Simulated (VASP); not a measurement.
Here is a VASP 6.6.1 calculation.

The input INCAR:

```
ALGO = Normal
EDIFF = 1E-7
ENCUT = 520
GGA = PE
ISIF = 2
ISMEAR = 0
LASPH = True
LCHARG = False
LREAL = False
LWAVE = False
NBANDS = 46
NELM = 60
PREC = Accurate
SIGMA = 0.1
```

KPOINTS

```
k-points
0
Gamma
  6 6 4
```

POSCAR

```
BRu5
1.0
    4.0356864000      0.0000000000      0.0000000000
   -2.0178432000      3.4950069400      0.0000000000
    0.0000000000      0.0000000000      5.4782456200
B Ru
1 5
Direct
    0.0000000000      0.0000000000      0.5000000000
    0.6666666700      0.3333333300      0.7959949400
    0.0000000000      0.0000000000      0.0000000000
    0.6666666700      0.3333333300      0.2040050600
    0.3333333300      0.6666666700      0.2040050600
    0.3333333300      0.6666666700      0.7959949400
```

Potentials or basis: VASP PAW PBE potentials, release 64 (B, Ru_pv).

Launch:

```bash
$ cat potpaw_PBE.64/B/POTCAR potpaw_PBE.64/Ru_pv/POTCAR > POTCAR
$ mpirun -np 1 vasp_std > vasp.out
```

(1) Predict the pressure.

(2) Estimate the largest force.

Results:

(1) 50.2 GPa.

(2) 5.898 eV/Å.

Caveat: forces of over 1 eV/Å act on the atoms, so gaps and moduli don't describe the material at rest.
